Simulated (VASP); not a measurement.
# RbP2 in VASP: further runs

RbP2 is run at these levels: PBE; tasks: single point, relaxation of cell and atoms.

Everything below comes from runs of VASP 6.6.1. Logs are shortened: lines on timing, memory, paths and dates and some standing lists are left out, and cuts for length are marked.

## Step 1: The cell of the first run

The structure is tetragonal, space group P4/mmm (No. 123). Conventional cell: a = 3.466 Å, b = 3.466 Å, c = 5.879 Å, α = 90.00°, β = 90.00°, γ = 90.00°. Within 4.5 Å of Rb (site symmetry 4/mmm) lie 8 P at 3.41 Å and 4 Rb at 3.47 Å. Within 3.2 Å of P (site symmetry mmm) lie 4 P at 2.45 Å.

The cell was built from a structure type or drawn by symmetry, and may not be a known phase.

## Step 2: Single point, PBE

INCAR reads:

```
PREC     = Accurate       # precision mode
ENCUT    = 520            # plane-wave cutoff, eV
EDIFF    = 1E-6           # SCF threshold, eV
ISMEAR   = 0              # smearing method
SIGMA    = 0.1            # smearing width, eV
LREAL    = False          # projectors in reciprocal space
LASPH    = True           # aspherical terms in the spheres
NELM     = 100            # most SCF steps
ALGO     = Normal         # electronic algorithm
ISIF     = 2              # what is computed and relaxed
LWAVE    = False          # write WAVECAR
LCHARG   = False          # write CHGCAR
GGA      = PE             # functional
NBANDS   = 16             # bands
```

KPOINTS reads:

```
regular mesh
0
Gamma
  6 6 4
```

POSCAR reads:

```
RbP2
1.0
    3.4658878777      0.0000000000      0.0000000000
    0.0000000000      3.4658878777      0.0000000000
    0.0000000000      0.0000000000      5.8791717591
Rb P
1 2
Direct
    0.5000000000      0.5000000000      0.0000000000
    0.0000000000      0.5000000000      0.5000000000
    0.5000000000      0.0000000000      0.5000000000
```

Potentials or basis: VASP PAW PBE potentials, release 64 (Rb_sv, P).

On the command line:

```console
$ cat potpaw_PBE.64/Rb_sv/POTCAR potpaw_PBE.64/P/POTCAR > POTCAR
$ mpirun -np 1 vasp_std > vasp.out
```

OUTCAR:

```text
PREC = Accurate
   ENCUT = 520
   EDIFF = 1E-6
   ISMEAR = 0
   LREAL = False
   LASPH = True
   NELM = 100
   ISIF = 2
   GGA = PE

 ion  position               nearest neighbor table
   1  0.500  0.500  0.000-   2 3.41   3 3.41   2 3.41   3 3.41   3 3.41   3 3.41   2 3.41   2 3.41

   2  0.000  0.500  0.500-   3 2.45   3 2.45   3 2.45   3 2.45   1 3.41   1 3.41   1 3.41   1 3.41

   3  0.500  0.000  0.500-   2 2.45   2 2.45   2 2.45   2 2.45   1 3.41   1 3.41   1 3.41   1 3.41

  LATTYP: Found a simple tetragonal cell.
 ALAT       =     3.4658878777
 C/A-ratio  =     1.6962960045

  Lattice vectors:

 A1 = (   3.4658878777,   0.0000000000,   0.0000000000)
 A2 = (   0.0000000000,   3.4658878777,   0.0000000000)
 A3 = (   0.0000000000,   0.0000000000,   5.8791717591)

Analysis of symmetry for initial positions (statically):
=====================================================================
 Subroutine PRICEL returns:
 Original cell was already a primitive cell.

 Routine SETGRP: Setting up the symmetry group for a
 simple tetragonal supercell.

 Subroutine GETGRP returns: Found 16 space group operations
 (whereof 16 operations were pure point group operations)
 out of a pool of 16 trial point group operations.

The static configuration has the point symmetry D_4h.

Analysis of symmetry for dynamics (positions and initial velocities):
=====================================================================
 Subroutine PRICEL returns:
 Original cell was already a primitive cell.

 Routine SETGRP: Setting up the symmetry group for a
 simple tetragonal supercell.

 Subroutine GETGRP returns: Found 16 space group operations
 (whereof 16 operations were pure point group operations)
 out of a pool of 16 trial point group operations.

The dynamic configuration has the point symmetry D_4h.

 Subroutine INISYM returns: Found 16 space group operations
 (whereof 16 operations are pure point group operations),
 and found     1 'primitive' translations

----------------------------------------------------------------------------------------

                                     Primitive cell

  volume of cell :      70.6228

  direct lattice vectors                    reciprocal lattice vectors
     3.465887878  0.000000000  0.000000000     0.288526356  0.000000000  0.000000000
     0.000000000  3.465887878  0.000000000     0.000000000  0.288526356  0.000000000
     0.000000000  0.000000000  5.879171759     0.000000000  0.000000000  0.170091986

  length of vectors
     3.465887878  3.465887878  5.879171759     0.288526356  0.288526356  0.170091986

  position of ions in fractional coordinates (direct lattice)
     0.500000000  0.500000000  0.000000000
     0.000000000  0.500000000  0.500000000
     0.500000000  0.000000000  0.500000000

  ion indices of the primitive-cell ions
   primitive index   ion index
                 1           1
                 2           2
                 3           3

----------------------------------------------------------------------------------------

 KPOINTS: regular mesh

Automatic generation of k-mesh.
 Grid dimensions read from file:
 generate k-points for:    6    6    4

 Generating k-lattice:

  Cartesian coordinates                     Fractional coordinates (reciprocal lattice)
     0.048087726  0.000000000  0.000000000     0.166666667  0.000000000  0.000000000
     0.000000000  0.048087726  0.000000000     0.000000000  0.166666667  0.000000000
     0.000000000  0.000000000  0.042522996     0.000000000  0.000000000  0.250000000

  Length of vectors
     0.048087726  0.048087726  0.042522996

  Shift w.r.t. Gamma in fractional coordinates (k-lattice)
     0.000000000  0.000000000  0.000000000

 Subroutine IBZKPT returns following result:
 ===========================================

 Found     30 irreducible k-points:

 Following reciprocal coordinates:
            Coordinates               Weight
  0.000000  0.000000  0.000000      1.000000
  0.166667  0.000000  0.000000      4.000000
  0.333333  0.000000  0.000000      4.000000
  0.500000  0.000000  0.000000      2.000000
  0.166667  0.166667  0.000000      4.000000
  0.333333  0.166667  0.000000      8.000000
[... 16 lines left out ...]
  0.333333  0.000000  0.500000      4.000000
  0.500000  0.000000  0.500000      2.000000
 [... further k-points ...]
   k-points           NKPTS =     30   k-points in BZ     NKDIM =     30   number of bands    NBANDS=     16
   number of dos      NEDOS =    301   number of ions     NIONS =      3
   total plane-waves  NPLWV =  37632
   dimension x,y,z NGX =    28 NGY =   28 NGZ =   48
   dimension x,y,z NGXF=    56 NGYF=   56 NGZF=   96
   ions per type =               1   2
   NGX,Y,Z   is equivalent  to a cutoff of  13.43, 13.43, 13.57 a.u.
   NGXF,Y,Z  is equivalent  to a cutoff of  26.86, 26.86, 27.15 a.u.
 SYSTEM =  unknown system
   PREC   = accura    normal or accurate (medium, high low for compatibility)
[... 56 lines left out ...]

 E-fermi :   4.5132     XC(G=0):  -9.1939

 val. band max:        4.5063792927   @ k =   0.3333   0.0000   0.0000
 cond. band min:       4.5269208836   @ k =   0.3333   0.3333   0.5000
 fundamental gap:      0.0205415909
 Fermi energy:         4.5132362241

 k-point     1 :       0.0000    0.0000    0.0000
  band No.  band energies     occupation
      1     -23.5582      2.00000
      2      -9.1351      2.00000
      3      -7.6838      2.00000
      4      -7.1748      2.00000
      5      -7.1748      2.00000
      6       0.5443      2.00000
[... 8 lines left out ...]
     15      10.7396      0.00000
     16      10.7396      0.00000

 k-point     2 :       0.1667    0.0000    0.0000
  band No.  band energies     occupation
      1     -23.5257      2.00000
      2      -8.8380      2.00000
      3      -7.6207      2.00000
      4      -7.5024      2.00000
      5      -7.1438      2.00000
      6      -1.6504      2.00000
[... 8 lines left out ...]
     15      10.3550      0.00000
     16      10.9604      0.00000

 k-point     3 :       0.3333    0.0000    0.0000
  band No.  band energies     occupation
      1     -23.4596      2.00000
      2      -8.3351      2.00000
      3      -7.6876      2.00000
      4      -7.4896      2.00000
      5      -7.0809      2.00000
      6      -4.1634      2.00000
[... 8 lines left out ...]
     15      10.8409      0.00000
     16      11.3006      0.00000

 k-point     4 :       0.5000    0.0000    0.0000
  band No.  band energies     occupation
      1     -23.4259      2.00000
      2      -8.5168      2.00000
      3      -7.4214      2.00000
      4      -7.0489      2.00000
      5      -6.3493      2.00000
      6      -6.1549      2.00000
[... 8 lines left out ...]
     15      11.2557      0.00000
     16      11.3214      0.00000

 k-point     5 :       0.1667    0.1667    0.0000
  band No.  band energies     occupation
      1     -23.4936      2.00000
      2      -8.5518      2.00000
      3      -7.5602      2.00000
      4      -7.4710      2.00000
      5      -7.4496      2.00000
      6      -2.0539      2.00000
[... 8 lines left out ...]
     15       9.7529      0.00000
     16      11.3631      0.00000

 k-point     6 :       0.3333    0.1667    0.0000
  band No.  band energies     occupation
      1     -23.4282      2.00000
      2      -8.2332      2.00000
      3      -7.5635      2.00000
      4      -7.4346      2.00000
      5      -7.2797      2.00000
      6      -3.9659      2.00000
[... 8 lines left out ...]
     15      10.8309      0.00000
     16      10.9852      0.00000
[... 267 lines left out ...]
 k-point    21 :       0.0000    0.0000    0.5000
  band No.  band energies     occupation
      1     -23.5573      2.00000
      2      -9.4976      2.00000
      3      -7.1719      2.00000
      4      -7.1719      2.00000
      5      -7.0288      2.00000
      6      -0.2161      2.00000
[... 8 lines left out ...]
     15      11.5052      0.00000
     16      11.5052      0.00000

 k-point    22 :       0.1667    0.0000    0.5000
  band No.  band energies     occupation
      1     -23.5249      2.00000
      2      -9.2113      2.00000
      3      -7.5269      2.00000
      4      -7.1412      2.00000
      5      -6.9682      2.00000
      6      -1.6769      2.00000
[... 8 lines left out ...]
     15       9.6206      0.00000
     16      10.6658      0.00000

 k-point    23 :       0.3333    0.0000    0.5000
  band No.  band energies     occupation
      1     -23.4589      2.00000
      2      -8.4318      2.00000
      3      -8.1585      2.00000
      4      -7.0789      2.00000
      5      -6.7839      2.00000
      6      -4.1432      2.00000
[... 8 lines left out ...]
     15      10.4977      0.00000
     16      11.4213      0.00000

 k-point    24 :       0.5000    0.0000    0.5000
  band No.  band energies     occupation
      1     -23.4253      2.00000
      2      -8.4447      2.00000
      3      -7.8146      2.00000
      4      -7.0472      2.00000
      5      -6.3224      2.00000
      6      -5.7310      2.00000
[... 8 lines left out ...]
     15      10.5552      0.00000
     16      10.9631      0.00000

 [... further k-points ...]
[... 5 lines left out ...]
  --------------------------------------------------------------------------------------
  -------------------------------------------------------------------------------------
  Total        0.0360237      0.0360237     -0.0041106      0.0000000      0.0000000      0.0000000
  in kB        0.8172471      0.8172471     -0.0932537      0.0000000      0.0000000      0.0000000
  external PRESSURE =       0.5137469 kB  Pullay stress =       0.0000000 kB

 VOLUME and BASIS-vectors are now :
 -----------------------------------------------------------------------------
  energy-cutoff  :      520.00
  volume of cell :       70.62
      direct lattice vectors                 reciprocal lattice vectors
     3.465887878  0.000000000  0.000000000     0.288526356  0.000000000  0.000000000
     0.000000000  3.465887878  0.000000000     0.000000000  0.288526356  0.000000000
     0.000000000  0.000000000  5.879171759     0.000000000  0.000000000  0.170091986

 POSITION                                       TOTAL-FORCE (eV/Angst)
 -----------------------------------------------------------------------------------
      1.73294      1.73294      0.00000         0.000000      0.000000      0.000000
      0.00000      1.73294      2.93959         0.000000      0.000000      0.000000
      1.73294      0.00000      2.93959         0.000000      0.000000      0.000000
 -----------------------------------------------------------------------------------
    total drift:                                0.000000      0.000000      0.000000

  FREE ENERGIE OF THE ION-ELECTRON SYSTEM (eV)
  ---------------------------------------------------
  free  energy   TOTEN  =       -11.6765231807 eV

  energy  without entropy=      -11.6660647940  energy(sigma->0) =      -11.67129399
```

It took 21 s on 1 thread of Intel Xeon Platinum 8488C (Sapphire Rapids), shared host; peak memory 0.19 GiB.

Results:

```yaml
Free_energy: -11.6765 eV
Pressure: 0.1 GPa
Band_gap_on_the_k_mesh: zero (an odd number of electrons rules out a gap without spin polarisation)
```

## Step 3: Single point, PBE

This run uses another cell than the first one, of 24.23 Å³/atom.

INCAR reads:

```
PREC = Accurate
ENCUT = 520
EDIFF = 1E-7
ISMEAR = 0
SIGMA = 0.1
LREAL = F
LASPH = T
NELM = 60
ALGO = Normal
ISIF = 2
LWAVE = F
LCHARG = F
GGA = PE
NBANDS = 16
```

KPOINTS reads:

```
Automatic mesh
0
Gamma
  6 4 4
```

POSCAR reads:

```
RbP2
1.0
    3.4917268477      0.0000000000      0.0000000000
    0.0000000000      3.5290275389      0.0000000000
    0.0000000000      0.0000000000      5.8989327666
Rb P
1 2
Direct
    0.5000000000      0.0000000000      0.0000000000
    0.0000000000      0.0000000000      0.5000000000
    0.5000000000      0.5000000000      0.5000000000
```

Potentials or basis: VASP PAW PBE potentials, release 64 (Rb_sv, P).

On the command line:

```console
$ cat potpaw_PBE.64/Rb_sv/POTCAR potpaw_PBE.64/P/POTCAR > POTCAR
$ mpirun -np 1 vasp_std > vasp.out
```

Wall time 24 s (1 thread of Intel Xeon Platinum 8488C (Sapphire Rapids), shared host); peak memory 0.19 GiB.

The run converged. Its results:

```yaml
Free_energy: -11.7021 eV
Pressure: 0.0 GPa
Band_gap_on_the_k_mesh: zero (an odd number of electrons rules out a gap without spin polarisation)
```

Stress tensor (GPa, compression positive):
```
-0.03  0.00  0.00
 0.00 -0.08  0.00
 0.00  0.00  0.05
```

Levels at points of the mesh, in eV from the Fermi level:
| k point | band 6 | band 7 | band 8 | band 9 | band 10 | band 11 | band 12 | band 13 | band 14 | band 15 |
| --- | --- | --- | --- | --- | --- | --- | --- | --- | --- | --- |
| (0.00, 0.00, 0.00) | -4.68 | -4.01 | -3.51 | -3.32 | -0.14 | 2.14 | 2.66 | 3.24 | 5.61 | 5.65 |
| (0.50, 0.00, 0.00) | -10.96 | -2.70 | -1.61 | -0.84 | -0.82 | 0.75 | 1.08 | 2.90 | 4.07 | 6.27 |
| (0.00, 0.50, 0.00) | -11.00 | -2.72 | -1.66 | -0.72 | -0.69 | 0.89 | 1.24 | 2.90 | 4.00 | 6.33 |
| (0.50, 0.50, 0.00) | -9.46 | -6.71 | -6.57 | -1.59 | -1.56 | 1.49 | 3.45 | 4.72 | 7.10 | 7.15 |
| (0.00, 0.00, 0.50) | -5.04 | -4.65 | -3.57 | -3.38 | 1.22 | 1.29 | 2.80 | 4.63 | 4.69 | 6.19 |
| (0.50, 0.00, 0.50) | -10.58 | -2.50 | -2.07 | -0.92 | -0.80 | 0.99 | 1.01 | 3.12 | 3.39 | 5.46 |
| (0.00, 0.50, 0.50) | -10.62 | -2.55 | -2.10 | -0.81 | -0.67 | 1.15 | 1.17 | 3.13 | 3.36 | 5.44 |
| (0.50, 0.50, 0.50) | -9.57 | -6.55 | -6.43 | -0.94 | -0.92 | 0.59 | 2.76 | 4.23 | 4.30 | 6.07 |

Caveat: the k points lie up to 0.45 Å⁻¹ apart, too coarse for converged energies and pressures of a metal.

## Step 4: Relaxation of cell and atoms, PBE

This run uses another cell than the first one, of 24.23 Å³/atom.

INCAR reads:

```
PREC     = Accurate       # precision mode
ENCUT    = 600            # plane-wave cutoff, eV
EDIFF    = 1E-7           # SCF threshold, eV
ISMEAR   = 0              # smearing method
SIGMA    = 0.1            # smearing width, eV
LREAL    = F              # projectors in reciprocal space
LASPH    = T              # aspherical terms in the spheres
NELM     = 60             # most SCF steps
ALGO     = Normal         # electronic algorithm
ISIF     = 3              # what is computed and relaxed
LWAVE    = F              # write WAVECAR
LCHARG   = F              # write CHGCAR
GGA      = PE             # functional
IBRION   = 2              # ionic algorithm
NSW      = 90             # ionic steps
EDIFFG   = -0.04          # ionic threshold
```

KPOINTS reads:

```
Automatic mesh
0
Gamma
  6 6 4
```

POSCAR reads:

```
RbP2
1.0
    3.5103771933      0.0000000000      0.0000000000
    0.0000000000      3.5103771933      0.0000000000
    0.0000000000      0.0000000000      5.8989327666
Rb P
1 2
Direct
    0.5000000000      0.5000000000      0.0000000000
    0.0000000000      0.5000000000      0.5000000000
    0.5000000000      0.0000000000      0.5000000000
```

On the command line:

```console
$ cat potpaw_PBE.64/Rb_sv/POTCAR potpaw_PBE.64/P/POTCAR > POTCAR
$ mpirun -np 1 vasp_std > vasp.out
```

It took 44 s on 1 thread of Intel Xeon Platinum 8488C (Sapphire Rapids), shared host; peak memory 0.2 GiB.

Results (log left out):

```yaml
Free_energy: -11.6769 eV
Relaxed_volume: 23.56 Å³/atom
Relaxed_cell: a = 3.471 Å, b = 3.471 Å, c = 5.867 Å, α = 90.00°, β = 90.00°, γ = 90.00°
Space_group_after_relaxing_to_0.1_Å: P4/mmm (No. 123)
Energy_gained_by_relaxing: 2.2 meV/atom
Ionic_steps: 3
Pressure_after_relaxing: 0.0 GPa
Band_gap_on_the_k_mesh: zero (an odd number of electrons rules out a gap without spin polarisation)
```

Stress tensor (GPa, compression positive):
```
-0.05  0.00  0.00
 0.00 -0.05  0.00
 0.00  0.00  0.23
```

The path:
| step | energy change (eV) | largest force (eV/Å) | pressure (GPa) | volume (Å³) |
| --- | --- | --- | --- | --- |
| 1 | 0.0000 | 0.0000 | -0.91 | 72.69 |
| 2 | -0.0059 | 0.0000 | -0.25 | 71.25 |
| 3 | -0.0065 | 0.0000 | 0.04 | 70.69 |

Final structure:
```
Rb P
1.0
     3.47107    0.00000    0.00000
     0.00000    3.47107    0.00000
     0.00000    0.00000    5.86745
Rb P
1 2
Direct
  0.50000 0.50000 0.00000
  0.00000 0.50000 0.50000
  0.50000 0.00000 0.50000
```

Levels at points of the mesh, in eV from the Fermi level:
| k point | band 8 | band 9 | band 10 | band 11 | band 12 | band 13 |
| --- | --- | --- | --- | --- | --- | --- |
| (0.00, 0.00, 0.00) | -3.01 | -3.01 | 0.31 | 2.74 | 3.05 | 3.66 |
| (0.50, 0.00, 0.00) | -1.20 | -0.32 | -0.28 | 1.39 | 1.77 | 3.43 |
| (0.50, 0.50, 0.00) | -6.28 | -1.14 | -1.14 | 1.88 | 3.85 | 5.16 |
| (0.00, 0.00, 0.50) | -3.07 | -3.07 | 1.71 | 1.75 | 3.17 | 5.10 |
| (0.50, 0.00, 0.50) | -1.67 | -0.40 | -0.26 | 1.67 | 1.67 | 3.56 |
| (0.50, 0.50, 0.50) | -6.12 | -0.46 | -0.46 | 0.96 | 3.17 | 4.69 |

## Step 5: Overview

| task | cell | k mesh | cutoff (eV) | gap on the mesh (eV) | pressure (GPa) |
| --- | --- | --- | --- | --- | --- |
| single point | a = 3.466, b = 3.466, c = 5.879 Å, 3 atoms | 6 × 6 × 4 | 520 | none | 0.1 |
| single point | a = 3.492, b = 3.529, c = 5.899 Å, 3 atoms | 6 × 4 × 4 | 520 | none | 0.0 |
| relaxation of cell and atoms | relaxed from a = 3.510, b = 3.510, c = 5.899 Å, 3 atoms | 6 × 6 × 4 | 600 | none | 0.0 |

Alike in all rows: level PBE; potentials or basis VASP PAW PBE potentials, release 64 (Rb_sv, P); no spin polarisation; smearing gaussian 0.1 eV.

Caveats: some runs use coarse meshes.

Absolute energies hang on the potentials; compare differences alone.
